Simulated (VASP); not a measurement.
Here is a VASP 6.6.1 calculation.

INCAR

```
ALGO = Normal
EDIFF = 1E-7
ENCUT = 520
GGA = PS
ISIF = 2
ISMEAR = 0
ISPIN = 2
LASPH = T
LCHARG = F
LMAXMIX = 4
LORBIT = 11
LREAL = F
LWAVE = F
MAGMOM = 4.3 0
NBANDS = 24
NELM = 150
PREC = Accurate
SIGMA = 0.1
```

KPOINTS

```
k-points
0
Gamma
  12 12 12
```

Contents of POSCAR:

```
MnHg
1.0
    3.2395181561      0.0000000000      0.0000000000
    0.0000000000      3.2395181561      0.0000000000
    0.0000000000      0.0000000000      3.2395181561
Mn Hg
1 1
Direct
    0.5000000000      0.5000000000      0.5000000000
    0.0000000000      0.0000000000      0.0000000000
```

Potentials or basis: VASP PAW PBE potentials, release 64 (Mn_pv, Hg).

The run is started by

```console
$ cat potpaw_PBE.64/Mn_pv/POTCAR potpaw_PBE.64/Hg/POTCAR > POTCAR
$ mpirun -np 1 vasp_std > vasp.out
```

(1) What does it give for the net moment?

(2) Estimate the site moments.

(3) Predict the pressure.

Answers

(1) 3.71 μB per cell.

(2) Mn +3.64; Hg -0.06 μB.

(3) 0.7 GPa.

Caveat: the PAW data sets were made with another functional, which shifts forces and pressure a little.
